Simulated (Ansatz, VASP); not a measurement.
One calculation of Rb4SrSn, two programs

```xyz
6
Lattice="0.0000 4.6920 4.6920 4.6920 0.0000 4.6920 4.6920 4.6920 0.0000" Properties=species:S:1:pos:R:3 pbc="T T T"
Rb    5.8618    5.8618    3.5222
Rb    3.5222    5.8618    5.8618
Rb    5.8618    3.5222    5.8618
Rb    3.5222    3.5222    3.5222
Sr    0.0000    0.0000    0.0000
Sn    7.0381    7.0381    7.0381
```

Change from the starting cell: species swapped into the TbInCu4 type (F-43m, No. 216).

Alike in both runs: task single point; functional PBE; k mesh 4 × 4 × 4; occupations gaussian, width 0.1 eV; no spin polarisation.

|  | VASP | Ansatz |
| --- | --- | --- |
| version | VASP 6.6.1 | Ansatz 0.2.0 |
| potentials or method | VASP PAW PBE potentials, release 64 (Rb_sv, Sr_sv, Sn_d), cutoff 520 eV | scalar-relativistic, plane waves, PAW |
| valence electrons in the cell | 60 | 60 |

```tsv
	VASP	Ansatz	Ansatz less VASP
gap on the k mesh at the Fermi level (eV)	none	none	-
pressure (GPa)	7.2	7.1	-0.06
rms of the force components (eV/Å)	0.131	0.130	-0.0005
```

Atom by atom the forces differ by 0.000 eV/Å (rms over components). A gap of «none» marks a metal or a gap that the smearing closes. With one functional, cell and mesh, what is left measures potentials, basis and numerics.
